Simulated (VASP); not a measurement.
# TiO2 (Rutile) (P4_2/mnm) in VASP: further runs

TiO2 (Rutile) is run at these levels: PBE; tasks: single point.

Everything below comes from runs of VASP 6.6.1. Logs are shortened: lines on timing, memory, paths and dates and some standing lists are left out, and cuts for length are marked.

**Experimental background.**

From “Shallow Valence Band of Rutile GeO2 and P-type Doping”, 2020, arxiv:2011.08928, for a bulk crystal of TiO2 at 1.6 K: band gap 3.03 eV (direct).

The runs below are set against these values where they give the same quantity.

## Step 1: The cell of the first run

Symmetry: P4_2/mnm, No. 136, tetragonal system. The conventional cell has a = 4.592 Å, b = 4.592 Å, c = 2.957 Å, α = 90.00°, β = 90.00°, γ = 90.00°. Ti (site symmetry mmm) has 6 O at 1.95 to 1.98 Å within 2.6 Å. O (site symmetry m2m) has 3 Ti at 1.95 to 1.98 Å and 1 O at 2.53 Å within 2.6 Å.

## Step 2: Single point, PBE

File INCAR:

```
PREC = Accurate ; ENCUT = 520
EDIFF = 1E-7 ; ISMEAR = 0
SIGMA = 0.05 ; LREAL = F
LASPH = T ; NELM = 60
ALGO = Normal ; ISIF = 2
LWAVE = F ; LCHARG = T
GGA = PE ; LELF = T
LVHAR = T ; NBANDS = 33
```

File KPOINTS:

```
Automatic mesh
0
Gamma
  4 4 6
```

File POSCAR:

```
TiO2
1.0
    4.5922000000      0.0000000000      0.0000000000
    0.0000000000      4.5922000000      0.0000000000
    0.0000000000      0.0000000000      2.9574000000
Ti O
2 4
Direct
    0.0000000000      0.0000000000      0.0000000000
    0.5000000000      0.5000000000      0.5000000000
    0.3049600000      0.3049600000      0.0000000000
    0.1950400000      0.8049600000      0.5000000000
    0.6950400000      0.6950400000      0.0000000000
    0.8049600000      0.1950400000      0.5000000000
```

Potentials or basis: VASP PAW PBE potentials, release 64 (Ti_sv, O).

Command:

```bash
> cat potpaw_PBE.64/Ti_sv/POTCAR potpaw_PBE.64/O/POTCAR > POTCAR
> mpirun -np 1 vasp_std > vasp.out
```

OUTCAR:

```text
PREC = Accurate
   ENCUT = 520
   EDIFF = 1E-7
   ISMEAR = 0
   LREAL = F
   LASPH = T
   NELM = 60
   ISIF = 2
   GGA = PE

 ion  position               nearest neighbor table
   1  0.000  0.000  0.000-   4 1.95   6 1.95   4 1.95   6 1.95   5 1.98   3 1.98
   2  0.500  0.500  0.500-   3 1.95   5 1.95   3 1.95   5 1.95   4 1.98   6 1.98
   3  0.305  0.305  0.000-   2 1.95   2 1.95   1 1.98
   4  0.195  0.805  0.500-   1 1.95   1 1.95   2 1.98
   5  0.695  0.695  0.000-   2 1.95   2 1.95   1 1.98
   6  0.805  0.195  0.500-   1 1.95   1 1.95   2 1.98

  LATTYP: Found a simple tetragonal cell.
 ALAT       =     4.5922000000
 C/A-ratio  =     0.6440050520

  Lattice vectors:

 A1 = (   4.5922000000,   0.0000000000,   0.0000000000)
 A2 = (   0.0000000000,   4.5922000000,   0.0000000000)
 A3 = (   0.0000000000,   0.0000000000,   2.9574000000)

Analysis of symmetry for initial positions (statically):
=====================================================================
 Subroutine PRICEL returns:
 Original cell was already a primitive cell.

 Routine SETGRP: Setting up the symmetry group for a
 simple tetragonal supercell.

 Subroutine GETGRP returns: Found 16 space group operations
 (whereof  8 operations were pure point group operations)
 out of a pool of 16 trial point group operations.

The static configuration has the point symmetry D_2h.
 The point group associated with its full space group is D_4h.

Analysis of symmetry for dynamics (positions and initial velocities):
=====================================================================
 Subroutine PRICEL returns:
 Original cell was already a primitive cell.

 Routine SETGRP: Setting up the symmetry group for a
 simple tetragonal supercell.

 Subroutine GETGRP returns: Found 16 space group operations
 (whereof  8 operations were pure point group operations)
 out of a pool of 16 trial point group operations.

The dynamic configuration has the point symmetry D_2h.
 The point group associated with its full space group is D_4h.

 Subroutine INISYM returns: Found 16 space group operations
 (whereof  8 operations are pure point group operations),
 and found     1 'primitive' translations

----------------------------------------------------------------------------------------

                                     Primitive cell

  volume of cell :      62.3665

  direct lattice vectors                    reciprocal lattice vectors
     4.592200000  0.000000000  0.000000000     0.217760550  0.000000000  0.000000000
     0.000000000  4.592200000  0.000000000     0.000000000  0.217760550  0.000000000
     0.000000000  0.000000000  2.957400000     0.000000000  0.000000000  0.338134848

  length of vectors
     4.592200000  4.592200000  2.957400000     0.217760550  0.217760550  0.338134848

  position of ions in fractional coordinates (direct lattice)
     0.000000000  0.000000000  0.000000000
     0.500000000  0.500000000  0.500000000
     0.304960000  0.304960000  0.000000000
     0.195040000  0.804960000  0.500000000
     0.695040000  0.695040000  0.000000000
     0.804960000  0.195040000  0.500000000

  ion indices of the primitive-cell ions
   primitive index   ion index
                 1           1
                 2           2
                 3           3
                 4           4
                 5           5
                 6           6

----------------------------------------------------------------------------------------

 KPOINTS: Automatic mesh

Automatic generation of k-mesh.
 Grid dimensions read from file:
 generate k-points for:    4    4    6

 Generating k-lattice:

  Cartesian coordinates                     Fractional coordinates (reciprocal lattice)
     0.054440138  0.000000000  0.000000000     0.250000000  0.000000000  0.000000000
     0.000000000  0.054440138  0.000000000     0.000000000  0.250000000  0.000000000
     0.000000000  0.000000000  0.056355808     0.000000000  0.000000000  0.166666667

  Length of vectors
     0.054440138  0.054440138  0.056355808

  Shift w.r.t. Gamma in fractional coordinates (k-lattice)
     0.000000000  0.000000000  0.000000000

 Subroutine IBZKPT returns following result:
 ===========================================

 Found     24 irreducible k-points:

 Following reciprocal coordinates:
            Coordinates               Weight
  0.000000  0.000000  0.000000      1.000000
  0.250000  0.000000  0.000000      4.000000
  0.500000  0.000000  0.000000      2.000000
  0.250000  0.250000  0.000000      4.000000
  0.500000  0.250000  0.000000      4.000000
  0.500000  0.500000  0.000000      1.000000
[... 16 lines left out ...]
  0.500000  0.250000  0.500000      4.000000
  0.500000  0.500000  0.500000      1.000000
   k-points           NKPTS =     24   k-points in BZ     NKDIM =     24   number of bands    NBANDS=     33
   number of dos      NEDOS =    301   number of ions     NIONS =      6
   total plane-waves  NPLWV =  31104
   dimension x,y,z NGX =    36 NGY =   36 NGZ =   24
   dimension x,y,z NGXF=    72 NGYF=   72 NGZF=   48
   ions per type =               2   4
   NGX,Y,Z   is equivalent  to a cutoff of  13.03, 13.03, 13.49 a.u.
   NGXF,Y,Z  is equivalent  to a cutoff of  26.07, 26.07, 26.98 a.u.
 SYSTEM =  unknown system
   PREC   = accura    normal or accurate (medium, high low for compatibility)
   ISTART =      0    job   : 0-new  1-cont  2-samecut
   ICHARG =      2    charge: 1-file 2-atom 10-const
   ISPIN  =      1    spin polarized calculation?
   LNONCOLLINEAR =      F non collinear calculations
   LSORBIT =      F    spin-orbit coupling
   LASPH  =      T    aspherical Exc in radial PAW
   ENCUT  =  520.0 eV  38.22 Ry    6.18 a.u.   8.54  8.54  5.50*2*pi/ulx,y,z
   NELM   =     60;   NELMIN=  2; NELMDL= -5     # of ELM steps
   EDIFF  = 0.1E-06   stopping-criterion for ELM
   LREAL  =      F    real-space projection
   EDIFFG = 0.1E-05   stopping-criterion for IOM
   NSW    =      0    number of steps for IOM
   IBRION =     -1    ionic relax: 0-MD 1-quasi-New 2-CG
   NFREE  =      0    steps in history (QN), initial steepest desc. (CG)
   ISIF   =      2    stress and relaxation
   ISYM   =      2    0-nonsym 1-usesym 2-fastsym
   POTIM  = 0.5000    time-step for ionic-motion
   TEBEG  =    0.0;   TEEND  =   0.0 temperature during run
   PSTRESS=    0.0 pullay stress
   NELECT =      48.0000    total number of electrons
   NUPDOWN=      -1.0000    fix difference up-down
   EMIN   =  10.00;   EMAX   =-10.00  energy-range for DOS
   EFERMI =   0.00;   METHOD = LEGACY
   ISMEAR =     0;   SIGMA  =   0.05  broadening in eV -4-tet -1-fermi 0-gaus
   EFERMI_NEDOS =   21; number of points for ismear=-14 and -15
   IALGO  =     38    algorithm
   IMIX   =      4    mixing-type and parameters
     AMIX     =   0.40;   BMIX     =  1.00
     AMIX_MAG =   1.60;   BMIX_MAG =  1.00
  volume/ion in A,a.u.               =      10.39        70.15
  Fermi-wavevector in a.u.,A,eV,Ry     =   1.500277  2.835112 30.624403  2.250830
  Thomas-Fermi vector in A             =   2.611798
   LORBIT       =      0    0 simple, 1 ext, 2 COOP (PROOUT), +10 PAW based schemes
   GGA     = PE    functional components
   LHFCALC =     F    Hartree Fock is set to
   AEXX    =    0.0000 exact exchange contribution
   IVDW    =     0    specifies the selected vdW correction
   LEPSILON=     F    determine dielectric tensor
   LRPA    =     F    only Hartree local field effects (RPA)
 non-spin polarized calculation
 Gauss-broadening in eV      SIGMA  =   0.05
  energy-cutoff  :      520.00
  volume of cell :       62.37
 maximum number of plane-waves:      1720
 NGX is ok and might be reduce to    36
   NGX = 17   NGY = 17   NGZ = 11

 number of electron      48.0000022 magnetization

 Free energy of the ion-electron system (eV)
  ---------------------------------------------------
  ext. energy  EPLUGINS =         0.00000000
  ---------------------------------------------------
  free energy    TOTEN  =       -53.64119085 eV

  energy without entropy =      -53.64119085  energy(sigma->0) =      -53.64119085

 E-fermi :   5.1416     XC(G=0): -11.4175

 val. band max:        4.8604142599   @ k =   0.0000   0.0000   0.0000
 cond. band min:       6.7307751767   @ k =   0.0000   0.0000   0.0000
 fundamental gap:      1.8703609168
 Fermi energy:         5.1416291829

 k-point     1 :       0.0000    0.0000    0.0000
  band No.  band energies     occupation
      1     -52.0544      2.00000
      2     -52.0371      2.00000
      3     -28.3639      2.00000
      4     -28.3639      2.00000
      5     -28.1972      2.00000
      6     -28.1972      2.00000
[... 25 lines left out ...]
     32      11.4879      0.00000
     33      11.4889      0.00000

 k-point     2 :       0.2500    0.0000    0.0000
  band No.  band energies     occupation
      1     -52.0518      2.00000
      2     -52.0396      2.00000
      3     -28.3448      2.00000
      4     -28.3432      2.00000
      5     -28.2201      2.00000
      6     -28.2184      2.00000
[... 25 lines left out ...]
     32      11.3010      0.00000
     33      11.3347      0.00000

 k-point     3 :       0.5000    0.0000    0.0000
  band No.  band energies     occupation
      1     -52.0457      2.00000
      2     -52.0457      2.00000
      3     -28.3117      2.00000
      4     -28.3117      2.00000
      5     -28.2537      2.00000
      6     -28.2537      2.00000
[... 25 lines left out ...]
     32      10.9547      0.00000
     33      11.1322      0.00000

 k-point     4 :       0.2500    0.2500    0.0000
  band No.  band energies     occupation
      1     -52.0500      2.00000
      2     -52.0414      2.00000
      3     -28.3702      2.00000
      4     -28.3121      2.00000
      5     -28.2533      2.00000
      6     -28.1934      2.00000
[... 673 lines left out ...]
     32      10.7126      0.00000
     33      10.8757      0.00000

 k-point    23 :       0.5000    0.2500    0.5000
  band No.  band energies     occupation
      1     -52.0052      2.00000
      2     -52.0052      2.00000
      3     -28.5946      2.00000
      4     -28.5946      2.00000
      5     -28.2140      2.00000
      6     -28.2140      2.00000
[... 25 lines left out ...]
     32      10.0744      0.00000
     33      11.6252      0.00000

 k-point    24 :       0.5000    0.5000    0.5000
  band No.  band energies     occupation
      1     -52.0052      2.00000
      2     -52.0052      2.00000
      3     -28.5885      2.00000
      4     -28.5885      2.00000
      5     -28.2202      2.00000
      6     -28.2202      2.00000
[... 25 lines left out ...]
     32      10.7702      0.00000
     33      10.8620      0.00000

------------------------ aborting loop because EDIFF is reached ----------------------------------------

  FORCE on cell =-STRESS in cart. coord.  units (eV):
  Direction    XX          YY          ZZ          XY          YZ          ZX
  --------------------------------------------------------------------------------------
  -------------------------------------------------------------------------------------
  Total        2.4159567      2.4159567      2.2405325     -0.0000000      0.0000000      0.0000000
  in kB       62.0651874     62.0651874     57.5585924     -0.0000000      0.0000000      0.0000000
  external PRESSURE =      60.5629891 kB  Pullay stress =       0.0000000 kB

 VOLUME and BASIS-vectors are now :
 -----------------------------------------------------------------------------
  energy-cutoff  :      520.00
  volume of cell :       62.37
      direct lattice vectors                 reciprocal lattice vectors
     4.592200000  0.000000000  0.000000000     0.217760550  0.000000000  0.000000000
     0.000000000  4.592200000  0.000000000     0.000000000  0.217760550  0.000000000
     0.000000000  0.000000000  2.957400000     0.000000000  0.000000000  0.338134848

 POSITION                                       TOTAL-FORCE (eV/Angst)
 -----------------------------------------------------------------------------------
      0.00000      0.00000      0.00000         0.000000      0.000000      0.000000
      2.29610      2.29610      1.47870         0.000000      0.000000      0.000000
      1.40044      1.40044      0.00000        -0.088840     -0.088840      0.000000
      0.89566      3.69654      1.47870         0.088840     -0.088840      0.000000
      3.19176      3.19176      0.00000         0.088840      0.088840     -0.000000
      3.69654      0.89566      1.47870        -0.088840      0.088840     -0.000000
 -----------------------------------------------------------------------------------
    total drift:                                0.000000      0.000000     -0.000000

  FREE ENERGIE OF THE ION-ELECTRON SYSTEM (eV)
  ---------------------------------------------------
  free  energy   TOTEN  =       -53.6411908481 eV

  energy  without entropy=      -53.6411908481  energy(sigma->0) =      -53.64119085
```

It used 43 s of CPU time on 1 thread of Intel Xeon 6975P-C, on a shared host.

What came out:

```
Free energy            : -53.6412 eV
Pressure               : 6.1 GPa
Largest force          : 0.126 eV/Å
Band gap on the k mesh : 1.87 eV, direct
```

Forces in eV/Å, atoms in the order of the input:
```
Ti   0.000  0.000  0.000
Ti   0.000  0.000  0.000
O   -0.089 -0.089  0.000
O    0.089 -0.089  0.000
O    0.089  0.089  0.000
O   -0.089  0.089  0.000
```

A k mesh can miss the band edges. As with any semilocal functional, this PBE gap is likely too small.

(Continued in part 2 of 2.)
